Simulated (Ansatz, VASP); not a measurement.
**Pb in VASP and in Ansatz**

```
Pb
1.0
    -2.12303    2.12303    1.77779
     2.12303   -2.12303    1.77779
     2.12303    2.12303   -1.77779
Pb
1
Direct
  0.00000 0.00000 0.00000
```

Alike in both runs: task relaxation of cell and atoms; functional PBE; k mesh 16 × 16 × 16; occupations gaussian, width 0.1 eV; no spin polarisation.

|  | VASP | Ansatz |
| --- | --- | --- |
| version | VASP 6.6.1 | Ansatz 0.2.0 |
| potentials or method | VASP PAW PBE potentials, release 64 (Pb_d), cutoff 600 eV | scalar-relativistic, plane waves, PAW |
| valence electrons in the cell | 14 | 14 |

```csv
,VASP,Ansatz,Ansatz less VASP
"gap on the k mesh at the Fermi level, each at its own relaxed structure (eV)",none,none,-
relaxed volume (Å³/atom),32.14,32.05,-0.084
relaxed length of the cell vector where the two differ most in proportion (Å),3.492,3.489,-0.0029
```

A gap of «none» marks a metal or a gap that the smearing closes.

Spin-orbit coupling is off throughout.
